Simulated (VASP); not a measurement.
Set up this calculation in VASP 6.6.1, as the native input.

* Task: single point
* Functional: PBEsol
* Potentials or basis: VASP PAW PBE potentials, release 64 (Lu)
* Cutoff: 520 eV
* k mesh: 9 × 9 × 9
* Occupations: fermi-dirac, width 0.1 eV
* Spin: no spin polarisation
* Dipole correction: no
* Further INCAR settings: ALGO = Normal; EDIFF = 1e-06; NBANDS = 32

The structure of Lu lies in POSCAR:

```
Lu
1.0
    0.0000000000      3.4382000076      3.4382000076
    3.4382000076      0.0000000000      3.4382000076
    3.4382000076      3.4382000076      0.0000000000
Lu
2
Direct
    0.1250000000      0.1250000000      0.1250000000
    0.8750000000      0.8750000000      0.8750000000
```

This isn't the form of Lu at room conditions, which is hcp.

One way to write it, as run:

INCAR

```
SYSTEM = Lu
PREC = Accurate ; ENCUT = 520
EDIFF = 1E-6 ; ISMEAR = -1
SIGMA = 0.1 ; LREAL = .FALSE.
LASPH = .TRUE. ; NELM = 60
ALGO = Normal ; ISIF = 2
LWAVE = .FALSE. ; LCHARG = .FALSE.
GGA = PS ; NBANDS = 32
```

KPOINTS

```
regular mesh
0
G
  9 9 9
  0 0 0
```

Potentials or basis: VASP PAW PBE potentials, release 64 (Lu).

The run is started by

```bash
$ cat potpaw_PBE.64/Lu/POTCAR > POTCAR
$ mpirun -np 1 vasp_std > vasp.out
```

Results of the run:

```yaml
Pressure: 1.4 GPa
Band_gap_on_the_k_mesh: zero (bands 25 and 26 overlap by 1.46 eV)
```

Caveat: the PAW data sets were made with another functional, which shifts forces and pressure a little; spin-orbit coupling is left out, which moves the levels of the heavy elements.

Wall time 2.2 min on 1 thread of Oxide Virtual Turin-like Processor, on a shared host, peak memory 0.22 GiB.
